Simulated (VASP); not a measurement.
# Ni (Fm-3m) in VASP: a series of runs

Ni is run at these levels: LDA; tasks: single point.

Program: VASP 6.6.1. These are calculated values, not measurements. Logs are shortened: lines on timing, memory, paths and dates and some standing lists are left out, and cuts for length are marked.

**1. The cell of the first run**

It takes space group Fm-3m (No. 225, cubic). The conventional cell has a = 3.556 Å, b = 3.556 Å, c = 3.556 Å, α = 90.00°, β = 90.00°, γ = 90.00°. Within 3.3 Å of Ni (site symmetry m-3m) lie 12 Ni at 2.51 Å.

**2. Single point, LDA, collinear spin, ferromagnetic start (11.24 Å³/atom)**

Contents of INCAR:

```
SYSTEM = Ni
  ALGO = Fast
  EDIFF = 1E-6
  ENCUT = 520
  GGA = CA
  ISIF = 2
  ISMEAR = 0
  ISPIN = 2
  LASPH = .True.
  LCHARG = .True.
  LELF = .True.
  LMAXMIX = 4
  LORBIT = 11
  LREAL = .False.
  LVHAR = .True.
  LWAVE = .False.
  MAGMOM = 0.75
  NBANDS = 15
  NELM = 150
  NUPDOWN = 0.75
  PREC = Accurate
  SIGMA = 0.15
```

Contents of KPOINTS:

```
k-points
0
Gamma
  24 24 24
  0 0 0
```

Contents of POSCAR:

```
Ni
1.0
    0.0000000000      1.7779195489      1.7779195489
    1.7779195489      0.0000000000      1.7779195489
    1.7779195489      1.7779195489      0.0000000000
Ni
1
Direct
    0.0000000000      0.0000000000      0.0000000000
```

Potentials or basis: VASP PAW LDA potentials, release 64 (Ni).

On the command line:

```
cat potpaw_LDA.64/Ni/POTCAR > POTCAR
mpirun -np 1 vasp_std > vasp.out
```

OUTCAR:

```text
SYSTEM = Ni
   EDIFF = 1E-6
   ENCUT = 520
   GGA = CA
   ISIF = 2
   ISMEAR = 0
   ISPIN = 2
   LASPH = .True.
   LORBIT = 11
   LREAL = .False.
   NELM = 150
   NUPDOWN = 0.75
   PREC = Accurate

 ion  position               nearest neighbor table
   1  0.000  0.000  0.000-

  LATTYP: Found a face centered cubic cell.
 ALAT       =     3.5558390978

  Lattice vectors:

 A1 = (   0.0000000000,   1.7779195489,   1.7779195489)
 A2 = (   1.7779195489,   0.0000000000,   1.7779195489)
 A3 = (   1.7779195489,   1.7779195489,   0.0000000000)

Analysis of symmetry for initial positions (statically):
=====================================================================
 Subroutine PRICEL returns:
 Original cell was already a primitive cell.

 Routine SETGRP: Setting up the symmetry group for a
 face centered cubic supercell.

 Subroutine GETGRP returns: Found 48 space group operations
 (whereof 48 operations were pure point group operations)
 out of a pool of 48 trial point group operations.

The static configuration has the point symmetry O_h .

Analysis of symmetry for dynamics (positions and initial velocities):
=====================================================================
 Subroutine PRICEL returns:
 Original cell was already a primitive cell.

 Routine SETGRP: Setting up the symmetry group for a
 face centered cubic supercell.

 Subroutine GETGRP returns: Found 48 space group operations
 (whereof 48 operations were pure point group operations)
 out of a pool of 48 trial point group operations.

The dynamic configuration has the point symmetry O_h .

Analysis of structural, dynamic, and magnetic symmetry:
=====================================================================
 Subroutine PRICEL returns:
 Original cell was already a primitive cell.

 Routine SETGRP: Setting up the symmetry group for a
 face centered cubic supercell.

 Subroutine GETGRP returns: Found 48 space group operations
 (whereof 48 operations were pure point group operations)
 out of a pool of 48 trial point group operations.

The overall configuration has the point symmetry O_h .

 Subroutine INISYM returns: Found 48 space group operations
 (whereof 48 operations are pure point group operations),
 and found     1 'primitive' translations

----------------------------------------------------------------------------------------

                                     Primitive cell

  volume of cell :      11.2400

[... 124 lines left out ...]

 number of electron      10.0000006 magnetization       0.7500001

 Free energy of the ion-electron system (eV)
  ---------------------------------------------------
  ext. energy  EPLUGINS =         0.00000000
  ---------------------------------------------------
  free energy    TOTEN  =        -6.48377270 eV

  energy without entropy =       -6.46334862  energy(sigma->0) =       -6.47356066

 E-fermi :   8.5454     XC(G=0): -13.4244

 val. band max:        8.9058195305   @ k =  -0.2083   0.2500   0.0417
 cond. band min:       8.5458221289   @ k =   0.3750   0.0417   0.0000
 fundamental gap:     -0.3599974016
 Fermi energy:         8.9142212663

 spin component 1

 k-point     1 :       0.0000    0.0000    0.0000
  band No.  band energies     occupation
      1      -0.2075      1.00000
      2       6.2031      1.00000
      3       6.2031      1.00000
      4       6.2031      1.00000
      5       7.2951      1.00000
      6       7.2951      1.00000
      7      32.0713      0.00000
      8      35.5516      0.00000
      9      35.5516      0.00000
     10      35.5516      0.00000
     11      38.4056      0.00000
     12      38.4056      0.00000
     13      38.4056      0.00000
     14      41.6964      0.00000
[... 403 lines left out ...]
      4       7.3799      1.00000
      5       7.9301      1.00000
      6       8.4038      1.00000
      7      14.7750      0.00000
      8      30.3869      0.00000
      9      31.6921      0.00000
     10      32.3536      0.00000
     11      36.1891      0.00000
     12      36.6300      0.00000
     13      41.7867      0.00000
     14      51.2545      0.00000
     15      53.5759      0.00000

 [... further k-points ...]

 spin component 2

 k-point     1 :       0.0000    0.0000    0.0000
  band No.  band energies     occupation
      1      -0.1329      1.00000
      2       6.9454      1.00000
      3       6.9454      1.00000
      4       6.9454      1.00000
      5       7.9958      1.00000
      6       7.9958      1.00000
      7      32.0742      0.00000
      8      35.6430      0.00000
      9      35.6430      0.00000
     10      35.6430      0.00000
     11      38.6184      0.00000
     12      38.6184      0.00000
     13      38.6184      0.00000
     14      41.6942      0.00000
[... 403 lines left out ...]
      4       7.7668      1.00000
      5       8.7171      0.05273
      6       8.9494      0.00007
      7      15.1826      0.00000
      8      30.4055      0.00000
      9      31.8588      0.00000
     10      32.5176      0.00000
     11      36.3454      0.00000
     12      36.7944      0.00000
     13      42.0039      0.00000
     14      51.4307      0.00000
     15      53.7304      0.00000

 [... further k-points ...]

------------------------ aborting loop because EDIFF is reached ----------------------------------------

  FORCE on cell =-STRESS in cart. coord.  units (eV):
  Direction    XX          YY          ZZ          XY          YZ          ZX
  --------------------------------------------------------------------------------------
  -------------------------------------------------------------------------------------
  Total       -1.4704240     -1.4704240     -1.4704240      0.0000000      0.0000000     -0.0000000
  in kB     -209.5978711   -209.5978711   -209.5978711      0.0000000      0.0000000     -0.0000000
  external PRESSURE =    -209.5978711 kB  Pullay stress =       0.0000000 kB

 VOLUME and BASIS-vectors are now :
 -----------------------------------------------------------------------------
  energy-cutoff  :      520.00
  volume of cell :       11.24
      direct lattice vectors                 reciprocal lattice vectors
     0.000000000  1.777919549  1.777919549    -0.281227573  0.281227573  0.281227573
     1.777919549  0.000000000  1.777919549     0.281227573 -0.281227573  0.281227573
     1.777919549  1.777919549  0.000000000     0.281227573  0.281227573 -0.281227573

 POSITION                                       TOTAL-FORCE (eV/Angst)
 -----------------------------------------------------------------------------------
      0.00000      0.00000      0.00000        -0.000000      0.000000      0.000000
 -----------------------------------------------------------------------------------
    total drift:                                0.000000      0.000000      0.000000

  FREE ENERGIE OF THE ION-ELECTRON SYSTEM (eV)
  ---------------------------------------------------
  free  energy   TOTEN  =        -6.4837727046 eV

  energy  without entropy=       -6.4633486234  energy(sigma->0) =       -6.47356066

 total charge

# of ion       s       p       d       tot
------------------------------------------
    1        0.490   0.474   8.298   9.262

 magnetization (x)

# of ion       s       p       d       tot
------------------------------------------
    1       -0.001  -0.011   0.764   0.752
```

Run time: 2.6 min. Hardware: 1 thread of Intel Xeon Platinum 8259CL at 2.50GHz (Skylake/Cascade Lake), shared host; peak memory 0.21 GiB.

Results:

```
Free energy                                           : -6.4838 eV
Pressure                                              : -21.0 GPa
Net moment                                            : 0.75 μB per cell
Site moments                                          : Ni +0.75 μB
Valence electrons inside the program's atomic spheres : Ni 9.26
```

Caveat: the cell stands under tension; the total moment is fixed, so each spin has its own Fermi level and the state may be an excited one.

**3. Single point, LDA, collinear spin, ferromagnetic start (11.24 Å³/atom)**

Contents of INCAR:

```
SYSTEM = Ni
  PREC = Accurate
  ENCUT = 520
  EDIFF = 1E-6
  ISMEAR = 0
  SIGMA = 0.15
  LREAL = .False.
  LASPH = .True.
  NELM = 150
  ALGO = Fast
  ISIF = 2
  LWAVE = .False.
  LCHARG = .True.
  ISPIN = 2
  MAGMOM = 0.25
  LORBIT = 11
  NUPDOWN = 0.25
  LMAXMIX = 4
  LELF = .True.
  LVHAR = .True.
  NBANDS = 15
```

Contents of KPOINTS:

```
Automatic mesh
0
Gamma
  24 24 24
  0 0 0
```

POSCAR is that of step 2.

Potentials or basis: VASP PAW LDA potentials, release 64 (Ni).

On the command line:

```
cat potpaw_LDA.64/Ni/POTCAR > POTCAR
mpirun -np 1 vasp_std > vasp.out
```

OUTCAR:

```text
SYSTEM = Ni
   PREC = Accurate
   ENCUT = 520
   EDIFF = 1E-6
   ISMEAR = 0
   LREAL = .False.
   LASPH = .True.
   NELM = 150
   ISIF = 2
   ISPIN = 2
   LORBIT = 11
   NUPDOWN = 0.25

 ion  position               nearest neighbor table
   1  0.000  0.000  0.000-

  LATTYP: Found a face centered cubic cell.
 ALAT       =     3.5558390978

  Lattice vectors:

 A1 = (   0.0000000000,   1.7779195489,   1.7779195489)
 A2 = (   1.7779195489,   0.0000000000,   1.7779195489)
 A3 = (   1.7779195489,   1.7779195489,   0.0000000000)

Analysis of symmetry for initial positions (statically):
=====================================================================
 Subroutine PRICEL returns:
 Original cell was already a primitive cell.

 Routine SETGRP: Setting up the symmetry group for a
 face centered cubic supercell.

 Subroutine GETGRP returns: Found 48 space group operations
 (whereof 48 operations were pure point group operations)
 out of a pool of 48 trial point group operations.

The static configuration has the point symmetry O_h .

Analysis of symmetry for dynamics (positions and initial velocities):
[... 632 lines left out ...]
     14      41.6751      0.00000
[... 403 lines left out ...]
      4       7.6751      1.00000
      5       8.5196      0.37470
      6       8.7923      0.00193
      7      15.0697      0.00000
      8      30.3840      0.00000
      9      31.8042      0.00000
     10      32.4639      0.00000
     11      36.2927      0.00000
     12      36.7402      0.00000
     13      41.9401      0.00000
     14      51.3745      0.00000
     15      53.6777      0.00000

 [... further k-points ...]

------------------------ aborting loop because EDIFF is reached ----------------------------------------

  FORCE on cell =-STRESS in cart. coord.  units (eV):
  Direction    XX          YY          ZZ          XY          YZ          ZX
  --------------------------------------------------------------------------------------
  -------------------------------------------------------------------------------------
  Total       -1.5426910     -1.5426910     -1.5426910      0.0000000      0.0000000     -0.0000000
  in kB     -219.8989869   -219.8989869   -219.8989869      0.0000000      0.0000000     -0.0000000
  external PRESSURE =    -219.8989869 kB  Pullay stress =       0.0000000 kB

 VOLUME and BASIS-vectors are now :
 -----------------------------------------------------------------------------
  energy-cutoff  :      520.00
  volume of cell :       11.24
      direct lattice vectors                 reciprocal lattice vectors
     0.000000000  1.777919549  1.777919549    -0.281227573  0.281227573  0.281227573
     1.777919549  0.000000000  1.777919549     0.281227573 -0.281227573  0.281227573
     1.777919549  1.777919549  0.000000000     0.281227573  0.281227573 -0.281227573

 POSITION                                       TOTAL-FORCE (eV/Angst)
 -----------------------------------------------------------------------------------
      0.00000      0.00000      0.00000        -0.000000      0.000000      0.000000
 -----------------------------------------------------------------------------------
    total drift:                                0.000000     -0.000000     -0.000000

  FREE ENERGIE OF THE ION-ELECTRON SYSTEM (eV)
  ---------------------------------------------------
  free  energy   TOTEN  =        -6.4711796184 eV

  energy  without entropy=       -6.4340450954  energy(sigma->0) =       -6.45261236

 total charge

# of ion       s       p       d       tot
------------------------------------------
    1        0.483   0.464   8.320   9.267

 magnetization (x)

# of ion       s       p       d       tot
------------------------------------------
    1       -0.004  -0.010   0.268   0.255
```

OSZICAR:

```text
N       E                     dE             d eps       ncg     rms          rms(c)
DAV:   1     0.318291275666E+02    0.31829E+02   -0.42468E+03 26291   0.855E+02
DAV:   2    -0.614229212361E+01   -0.37971E+02   -0.35325E+02 28357   0.161E+02
DAV:   3    -0.758640896042E+01   -0.14441E+01   -0.14261E+01 30170   0.308E+01
DAV:   4    -0.759593118749E+01   -0.95222E-02   -0.95198E-02 30416   0.238E+00
DAV:   5    -0.759606234573E+01   -0.13116E-03   -0.13116E-03 30772   0.252E-01    0.974E+00
RMM:   6    -0.692737334728E+01    0.66869E+00   -0.18936E+00 33360   0.147E+01    0.700E+00
RMM:   7    -0.649511504348E+01    0.43226E+00   -0.25543E-01 32906   0.531E+00    0.173E+00
RMM:   8    -0.647374052415E+01    0.21375E-01   -0.48813E-03 38897   0.428E-01    0.554E-01
RMM:   9    -0.647178234868E+01    0.19582E-02   -0.68063E-04 38164   0.262E-01    0.186E-01
RMM:  10    -0.647120424951E+01    0.57810E-03   -0.29223E-04 36674   0.186E-01    0.633E-02
RMM:  11    -0.647117964625E+01    0.24603E-04   -0.84117E-05 40455   0.525E-02    0.278E-02
RMM:  12    -0.647117961843E+01    0.27822E-07   -0.81776E-06 36911   0.199E-02
   1 F= -.64711796E+01 E0= -.64526124E+01  d E =-.371345E-01  mag=     0.2500
```

stdout:

```text
POSCAR found type information on POSCAR Ni
 POSCAR found :  1 types and       1 ions
 scaLAPACK will be used
 LDA part: xc-table for (Slater(with rela. corr.)+CA(PZ))
 , standard interpolation
 POSCAR, INCAR and KPOINTS ok, starting setup
 FFT: planning ... GRIDC
 FFT: planning ... GRID_SOFT
 FFT: planning ... GRID
 WAVECAR not read
 entering main loop
WARNING in EDDRMM: call to ZHEGV failed, returncode =   6  3     11
WARNING in EDDRMM: call to ZHEGV failed, returncode =   6  3     13
WARNING in EDDRMM: call to ZHEGV failed, returncode =   6  3     11
WARNING in EDDRMM: call to ZHEGV failed, returncode =   6  3     13
WARNING in EDDRMM: call to ZHEGV failed, returncode =   8  4     13
WARNING in EDDRMM: call to ZHEGV failed, returncode =   6  3     11
WARNING in EDDRMM: call to ZHEGV failed, returncode =   6  3     12
```

It took 2.7 min on 1 thread of Intel Xeon Platinum 8259CL at 2.50GHz (Skylake/Cascade Lake), shared host; peak memory 0.21 GiB.

Results:

* Free energy: -6.4712 eV
* Pressure: -22.0 GPa
* Net moment: 0.25 μB per cell
* Site moments: Ni +0.26 μB
* Valence electrons inside the program's atomic spheres: Ni 9.27

Caveat: the cell stands under tension; the total moment is fixed, so each spin has its own Fermi level and the state may be an excited one.

**4. Single point, LDA, collinear spin, ferromagnetic start (11.24 Å³/atom)**

Contents of INCAR:

```
PREC = Accurate
ENCUT = 520
EDIFF = 1E-6
ISMEAR = 0
SIGMA = 0.15
LREAL = False
LASPH = True
NELM = 150
ALGO = Normal
ISIF = 2
LWAVE = False
LCHARG = False
ISPIN = 2
MAGMOM = 0.875
LORBIT = 11
NUPDOWN = 0.875
LMAXMIX = 4
NBANDS = 15
```

Contents of KPOINTS:

```
Automatic mesh
0
Gamma
  24 24 24
```

POSCAR is that of step 3.

On the command line:

```
cat potpaw_LDA.64/Ni/POTCAR > POTCAR
mpirun -np 1 vasp_std > vasp.out
```

It took 2.1 min on 1 thread of Intel Xeon Platinum 8259CL at 2.50GHz (Skylake/Cascade Lake), shared host; peak memory 0.2 GiB.

The run converged. Its results:

```yaml
Free_energy: -6.4498 eV
Pressure: -19.8 GPa
Net_moment: 0.88 μB per cell
Site_moments: Ni +0.87 μB
Valence_electrons_inside_the_program's_atomic_spheres: Ni 9.26
```

Caveat: the cell stands under tension; the total moment is fixed, so each spin has its own Fermi level and the state may be an excited one.

[end of part 1 of 2]
